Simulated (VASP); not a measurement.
# WS2 (P1) in VASP: single point with PBE

Aim: the single point of WS2 with PBE.

All numbers are computed with VASP 6.6.1; they aren't measurements. Logs are shortened: lines on timing, memory, paths and dates and some standing lists are left out, and cuts for length are marked.

## 1. The cell of the first run

The typed cell holds 6 atoms: a = 3.180 Å, b = 3.180 Å, c = 12.500 Å, α = 90.00°, β = 90.00°, γ = 120.00°.

## 2. Single point, PBE (atoms moved at random)

File INCAR:

```
ALGO = Normal
EDIFF = 1E-7
ENCUT = 520
GGA = PE
ISIF = 2
ISMEAR = 0
KPAR = 2
LASPH = True
LCHARG = False
LREAL = False
LWAVE = False
NBANDS = 35
NELM = 100
PREC = Accurate
SIGMA = 0.05
```

File KPOINTS:

```
k-points
0
Gamma
  12 12 4
```

File POSCAR:

```
WS2
1.0
    3.1799996605      0.0000000000      0.0000000000
   -1.5899998303      2.7539604900      0.0000000000
    0.0000000000      0.0000000000     12.5000000000
W S
2 4
Direct
    0.2957971253      0.6618674221      0.2558530329
    0.6968541096      0.4102717716      0.7361535109
    0.3856754883      0.6651580109      0.6309670777
    0.6482525192      0.2909712660      0.1172936044
    0.3487047825      0.6796746301      0.8755981610
    0.6247159752      0.2920568993      0.3841346131
```

Potentials or basis: VASP PAW PBE potentials, release 64 (W_sv, S).

Command:

```
$ cat potpaw_PBE.64/W_sv/POTCAR potpaw_PBE.64/S/POTCAR > POTCAR
$ mpirun -np 2 vasp_std > vasp.out
```

OUTCAR:

```text
EDIFF = 1E-7
   ENCUT = 520
   GGA = PE
   ISIF = 2
   ISMEAR = 0
   LASPH = True
   LREAL = False
   NELM = 100
   PREC = Accurate

 ion  position               nearest neighbor table
   1  0.296  0.662  0.256-   6 2.36   6 2.45   4 2.45   4 2.49   6 2.51   4 2.64
   2  0.697  0.410  0.736-   3 2.04   3 2.33   5 2.44   3 2.44   5 2.51   5 2.66
   3  0.386  0.665  0.631-   2 2.04   2 2.33   2 2.44
   4  0.648  0.291  0.117-   1 2.45   1 2.49   1 2.64
   5  0.349  0.680  0.876-   2 2.44   2 2.51   2 2.66
   6  0.625  0.292  0.384-   1 2.36   1 2.45   1 2.51

  LATTYP: Found a hexagonal cell.
 ALAT       =     3.1799996605
 C/A-ratio  =     3.9308180297

  Lattice vectors:

 A1 = (   3.1799996605,   0.0000000000,   0.0000000000)
 A2 = (  -1.5899998303,   2.7539604900,   0.0000000000)
 A3 = (   0.0000000000,   0.0000000000,  12.5000000000)

Analysis of symmetry for initial positions (statically):
=====================================================================
 Subroutine PRICEL returns:
 Original cell was already a primitive cell.

 Routine SETGRP: Setting up the symmetry group for a
 hexagonal supercell.

 Subroutine GETGRP returns: Found  1 space group operations
 (whereof  1 operations were pure point group operations)
 out of a pool of 24 trial point group operations.

The static configuration has the point symmetry C_1 .

Analysis of symmetry for dynamics (positions and initial velocities):
=====================================================================
 Subroutine PRICEL returns:
 Original cell was already a primitive cell.

 Routine SETGRP: Setting up the symmetry group for a
 hexagonal supercell.

 Subroutine GETGRP returns: Found  1 space group operations
 (whereof  1 operations were pure point group operations)
 out of a pool of 24 trial point group operations.

The dynamic configuration has the point symmetry C_1 .

 Subroutine INISYM returns: Found  1 space group operations
 (whereof  1 operations are pure point group operations),
 and found     1 'primitive' translations

----------------------------------------------------------------------------------------

                                     Primitive cell

  volume of cell :     109.4699

  direct lattice vectors                    reciprocal lattice vectors
     3.179999661  0.000000000  0.000000000     0.314465442  0.181556708  0.000000000
    -1.589999830  2.753960490  0.000000000     0.000000000  0.363113416  0.000000000
     0.000000000  0.000000000 12.500000000     0.000000000  0.000000000  0.080000000

  length of vectors
     3.179999661  3.179999661 12.500000000     0.363113416  0.363113416  0.080000000

  position of ions in fractional coordinates (direct lattice)
     0.295797125  0.661867422  0.255853033
     0.696854110  0.410271772  0.736153511
     0.385675488  0.665158011  0.630967078
     0.648252519  0.290971266  0.117293604
     0.348704783  0.679674630  0.875598161
     0.624715975  0.292056899  0.384134613

  ion indices of the primitive-cell ions
   primitive index   ion index
                 1           1
                 2           2
                 3           3
                 4           4
                 5           5
                 6           6

----------------------------------------------------------------------------------------

 KPOINTS: k-points

Automatic generation of k-mesh.
 Grid dimensions read from file:
 generate k-points for:   12   12    4

 Generating k-lattice:

  Cartesian coordinates                     Fractional coordinates (reciprocal lattice)
     0.026205454  0.015129726  0.000000000     0.083333333  0.000000000  0.000000000
     0.000000000  0.030259451  0.000000000     0.000000000  0.083333333  0.000000000
     0.000000000  0.000000000  0.020000000     0.000000000  0.000000000  0.250000000

  Length of vectors
     0.030259451  0.030259451  0.020000000

  Shift w.r.t. Gamma in fractional coordinates (k-lattice)
     0.000000000  0.000000000  0.000000000

 Subroutine IBZKPT returns following result:
 ===========================================

 Found    292 irreducible k-points:

 Following reciprocal coordinates:
            Coordinates               Weight
  0.000000  0.000000  0.000000      1.000000
  0.083333 -0.000000  0.000000      2.000000
  0.000000  0.083333  0.000000      2.000000
 -0.083333  0.083333  0.000000      2.000000
  0.166667 -0.000000  0.000000      2.000000
  0.000000  0.166667  0.000000      2.000000
[... 16 lines left out ...]
  0.166667  0.083333  0.000000      2.000000
 -0.083333  0.250000  0.000000      2.000000
 [... further k-points ...]
   k-points           NKPTS =    292   k-points in BZ     NKDIM =    292   number of bands    NBANDS=     35
   number of dos      NEDOS =    301   number of ions     NIONS =      6
   total plane-waves  NPLWV =  55296
   dimension x,y,z NGX =    24 NGY =   24 NGZ =   96
   dimension x,y,z NGXF=    48 NGYF=   48 NGZF=  192
   ions per type =               2   4
   NGX,Y,Z   is equivalent  to a cutoff of  12.55, 12.55, 12.77 a.u.
   NGXF,Y,Z  is equivalent  to a cutoff of  25.09, 25.09, 25.54 a.u.
 SYSTEM =  unknown system
   PREC   = accura    normal or accurate (medium, high low for compatibility)
   ISTART =      0    job   : 0-new  1-cont  2-samecut
   ICHARG =      2    charge: 1-file 2-atom 10-const
   ISPIN  =      1    spin polarized calculation?
   LNONCOLLINEAR =      F non collinear calculations
   LSORBIT =      F    spin-orbit coupling
   LASPH  =      T    aspherical Exc in radial PAW
   ENCUT  =  520.0 eV  38.22 Ry    6.18 a.u.   5.91  5.91 23.24*2*pi/ulx,y,z
   NELM   =    100;   NELMIN=  2; NELMDL= -5     # of ELM steps
   EDIFF  = 0.1E-06   stopping-criterion for ELM
   LREAL  =      F    real-space projection
   EDIFFG = 0.1E-05   stopping-criterion for IOM
   NSW    =      0    number of steps for IOM
   IBRION =     -1    ionic relax: 0-MD 1-quasi-New 2-CG
   NFREE  =      0    steps in history (QN), initial steepest desc. (CG)
   ISIF   =      2    stress and relaxation
   ISYM   =      2    0-nonsym 1-usesym 2-fastsym
   POTIM  = 0.5000    time-step for ionic-motion
   TEBEG  =    0.0;   TEEND  =   0.0 temperature during run
   PSTRESS=    0.0 pullay stress
   NELECT =      52.0000    total number of electrons
   NUPDOWN=      -1.0000    fix difference up-down
   EMIN   =  10.00;   EMAX   =-10.00  energy-range for DOS
   EFERMI =   0.00;   METHOD = LEGACY
   ISMEAR =     0;   SIGMA  =   0.05  broadening in eV -4-tet -1-fermi 0-gaus
   EFERMI_NEDOS =   21; number of points for ismear=-14 and -15
   IALGO  =     38    algorithm
   IMIX   =      4    mixing-type and parameters
     AMIX     =   0.40;   BMIX     =  1.00
     AMIX_MAG =   1.60;   BMIX_MAG =  1.00
  volume/ion in A,a.u.               =      18.24       123.12
  Fermi-wavevector in a.u.,A,eV,Ry     =   1.277353  2.413848 22.199692  1.631631
  Thomas-Fermi vector in A             =   2.409958
   LORBIT       =      0    0 simple, 1 ext, 2 COOP (PROOUT), +10 PAW based schemes
   GGA     = PE    functional components
   LHFCALC =     F    Hartree Fock is set to
   AEXX    =    0.0000 exact exchange contribution
   IVDW    =     0    specifies the selected vdW correction
   LEPSILON=     F    determine dielectric tensor
   LRPA    =     F    only Hartree local field effects (RPA)
 non-spin polarized calculation
 Gauss-broadening in eV      SIGMA  =   0.05
  energy-cutoff  :      520.00
  volume of cell :      109.47
 maximum number of plane-waves:      2976
   NGX = 11   NGY = 11   NGZ = 47

 number of electron      52.0000003 magnetization

 Free energy of the ion-electron system (eV)
  ---------------------------------------------------
  ext. energy  EPLUGINS =         0.00000000
  ---------------------------------------------------
  free energy    TOTEN  =       -45.14411974 eV

  energy without entropy =      -45.14411639  energy(sigma->0) =      -45.14411807

 E-fermi :   7.6265     XC(G=0): -10.8123

 val. band max:        7.5194024288   @ k =   0.0000   0.0000   0.0000
 cond. band min:       7.7280571729   @ k =   0.1667   0.1667   0.0000
 fundamental gap:      0.2086547441
 Fermi energy:         7.6264601828

 k-point     1 :       0.0000    0.0000    0.0000
  band No.  band energies     occupation
      1     -67.5757      2.00000
      2     -67.4852      2.00000
      3     -31.8932      2.00000
      4     -31.7878      2.00000
      5     -31.6823      2.00000
      6     -31.6061      2.00000
[... 27 lines left out ...]
     34      10.7184      0.00000
     35      12.0945      0.00000

 k-point     2 :       0.0833   -0.0000    0.0000
  band No.  band energies     occupation
      1     -67.5745      2.00000
      2     -67.4840      2.00000
      3     -31.8935      2.00000
      4     -31.7841      2.00000
      5     -31.6945      2.00000
      6     -31.6263      2.00000
[... 27 lines left out ...]
     34      10.8340      0.00000
     35      12.5362      0.00000

 k-point     3 :       0.0000    0.0833    0.0000
  band No.  band energies     occupation
      1     -67.5745      2.00000
      2     -67.4840      2.00000
      3     -31.8926      2.00000
      4     -31.7840      2.00000
      5     -31.6867      2.00000
      6     -31.6272      2.00000
[... 27 lines left out ...]
     34      10.8784      0.00000
     35      12.5099      0.00000

 k-point     4 :      -0.0833    0.0833    0.0000
  band No.  band energies     occupation
      1     -67.5746      2.00000
      2     -67.4840      2.00000
      3     -31.8966      2.00000
      4     -31.7843      2.00000
      5     -31.6994      2.00000
      6     -31.6209      2.00000
[... 27 lines left out ...]
     34      10.7039      0.00000
     35      12.5082      0.00000

 k-point     5 :       0.1667   -0.0000    0.0000
  band No.  band energies     occupation
      1     -67.5716      2.00000
      2     -67.4808      2.00000
      3     -31.8994      2.00000
      4     -31.7740      2.00000
      5     -31.7300      2.00000
      6     -31.6848      2.00000
[... 638 lines left out ...]
 k-point    22 :      -0.1667    0.0833    0.0000
  band No.  band energies     occupation
      1     -67.5725      2.00000
      2     -67.4817      2.00000
      3     -31.9054      2.00000
      4     -31.7777      2.00000
      5     -31.7279      2.00000
      6     -31.6603      2.00000
[... 27 lines left out ...]
     34      10.9256      0.00000
     35      13.1465      0.00000

 k-point    23 :       0.1667    0.0833    0.0000
  band No.  band energies     occupation
      1     -67.5690      2.00000
      2     -67.4781      2.00000
      3     -31.8969      2.00000
      4     -31.7649      2.00000
      5     -31.7460      2.00000
      6     -31.7347      2.00000
[... 27 lines left out ...]
     34      11.4541      0.00000
     35      13.6390      0.00000

 k-point    24 :      -0.0833    0.2500    0.0000
  band No.  band energies     occupation
      1     -67.5690      2.00000
      2     -67.4781      2.00000
      3     -31.9137      2.00000
      4     -31.7662      2.00000
      5     -31.7329      2.00000
      6     -31.7294      2.00000
[... 27 lines left out ...]
     34      11.4663      0.00000
     35      13.6960      0.00000

 [... further k-points ...]

------------------------ aborting loop because EDIFF is reached ----------------------------------------

  FORCE on cell =-STRESS in cart. coord.  units (eV):
  Direction    XX          YY          ZZ          XY          YZ          ZX
  --------------------------------------------------------------------------------------
  -------------------------------------------------------------------------------------
  Total        6.1930239      1.1805532      3.1667975     -2.3090777     -2.6676492      6.5312774
  in kB       90.6397185     17.2783141     46.3485434    -33.7951473    -39.0431188     95.5903214
  external PRESSURE =      51.4221920 kB  Pullay stress =       0.0000000 kB

 VOLUME and BASIS-vectors are now :
 -----------------------------------------------------------------------------
  energy-cutoff  :      520.00
  volume of cell :      109.47
      direct lattice vectors                 reciprocal lattice vectors
     3.179999661  0.000000000  0.000000000     0.314465442  0.181556708  0.000000000
    -1.589999830  2.753960490  0.000000000     0.000000000  0.363113416  0.000000000
     0.000000000  0.000000000 12.500000000     0.000000000  0.000000000  0.080000000

 POSITION                                       TOTAL-FORCE (eV/Angst)
 -----------------------------------------------------------------------------------
     -0.11173      1.82276      3.19816         1.233336     -1.643816     -1.566731
      1.56366      1.12987      9.20192         4.834065     -4.923522      8.739200
      0.16885      1.83182      7.88709        -4.703941      3.803708     -7.065936
      1.59880      0.80132      1.46617        -0.781170      0.700867      2.243078
      0.02820      1.87180     10.94498        -0.146435      1.083915     -1.655255
      1.52223      0.80431      4.80168        -0.435855      0.978848     -0.694357
 -----------------------------------------------------------------------------------
    total drift:                               -0.000041      0.000128     -0.000120

  FREE ENERGIE OF THE ION-ELECTRON SYSTEM (eV)
  ---------------------------------------------------
  free  energy   TOTEN  =       -45.1441197411 eV

  energy  without entropy=      -45.1441163922  energy(sigma->0) =      -45.14411807
```

Run time: 5.1 min. Hardware: 2 MPI ranks of Intel Xeon 6975P-C (Granite Rapids), shared host; peak memory 0.86 GiB.

Results:

* Free energy: -45.1441 eV
* Pressure: 5.1 GPa
* Largest force: 11.135 eV/Å
* Band gap on the k mesh: 0.21 eV (least direct gap 0.48 eV)

Forces in eV/Å, atoms in the order of the input:
```
W    1.233 -1.644 -1.567
W    4.834 -4.924  8.739
S   -4.704  3.804 -7.066
S   -0.781  0.701  2.243
S   -0.146  1.084 -1.655
S   -0.436  0.979 -0.694
```

Stress tensor (GPa, compression positive):
```
 9.06 -3.38  9.56
-3.38  1.73 -3.90
 9.56 -3.90  4.63
```

Caveat: the cell differs from its parent crystal (atoms moved at random); the stress differs along the axes, from 2 to 9 GPa; spin-orbit coupling is left out, which moves the levels of the heavy elements; forces of over 1 eV/Å act on the atoms, so gaps and moduli don't describe the material at rest. A k mesh can miss the band edges.
